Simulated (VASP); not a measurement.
# MgB2: single point with PBE

The system is MgB2.

```xyz
3
Lattice="3.0850 0.0000 0.0000 -1.5425 2.6717 0.0000 0.0000 0.0000 3.5230" Properties=species:S:1:pos:R:3 pbc="T T T"
Mg    0.0000    0.0000    0.0000
B     1.5425    0.8906    1.7615
B     0.0000    1.7811    1.7615
```

| Item | Value |
| --- | --- |
| Program | VASP 6.6.1 |
| Task | single point |
| Functional | PBE |
| Potentials or basis | VASP PAW PBE potentials, release 64 (Mg, B) |
| Cutoff | 520 eV |
| k mesh | 10 × 10 × 8 |
| Occupations | gaussian, width 0.016 eV |
| Spin | no spin polarisation |

* Pressure: -1.1 GPa
* Band gap on the k mesh: zero (band 4 reaches 6.39 eV, above the bottom of band 5 at 3.93 eV)

Stress tensor (GPa, compression positive):
```
-0.76  0.00  0.00
 0.00 -0.76  0.00
 0.00  0.00 -1.84
```

Levels at points of the mesh, in eV from the Fermi level:
```csv
k point,band 2,band 3,band 4,band 5,band 6,band 7
"(0.00, 0.00, 0.00)",-2.97,0.34,0.34,1.61,6.27,6.27
"(0.50, 0.00, 0.00)",-7.85,-2.20,0.18,3.04,3.83,5.28
"(0.00, 0.00, 0.50)",-7.46,0.71,0.71,6.60,6.60,7.91
"(0.50, 0.00, 0.50)",-6.94,-3.60,-1.90,-1.34,5.66,8.71
```

It took 14 s on 1 thread of AMD EPYC 9R45 96-Core Processor (Zen 5), with other jobs on the host, peak memory 0.13 GiB.
